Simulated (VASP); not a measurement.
EuO, 2 atoms in the cell. It takes space group Fm-3m (No. 225, cubic). Conventional cell: a = 4.903 Å, b = 4.903 Å, c = 4.903 Å, α = 90.00°, β = 90.00°, γ = 90.00°. Within 3.2 Å of Eu (site symmetry m-3m) lie 6 O at 2.45 Å. Within 3.2 Å of O (site symmetry m-3m) lie 6 Eu at 2.45 Å. 

- Program: VASP 6.6.1
- Task: single point
- Functional: LDA
- Potentials or basis: VASP PAW PBE potentials, release 64 (Eu, O)
- Cutoff: 600 eV
- k mesh: 8 × 8 × 8
- Occupations: fermi-dirac, width 0.1 eV
- Spin: collinear spin, ferromagnetic start
- Starting moments: [9.1, 0.0] μB
- Dipole correction: no
- Further INCAR settings: ALGO = Normal; EDIFF = 1e-06; NBANDS = 22

Potentials or basis: VASP PAW PBE potentials, release 64 (Eu, O).

The run is started by

```sh
$ cat potpaw_PBE.64/Eu/POTCAR potpaw_PBE.64/O/POTCAR > POTCAR
$ mpirun -np 1 vasp_std > vasp.out
```

Hardware: 1 thread of Intel(R) Xeon(R) 6975P-C (Granite Rapids), on a shared host.

Task: How long does it take, and how much memory?

Result: Run time: 32 s on 1 thread of Intel(R) Xeon(R) 6975P-C (Granite Rapids), on a shared host, peak memory 0.19 GiB. Counts: scf iterations 16, k points 29.
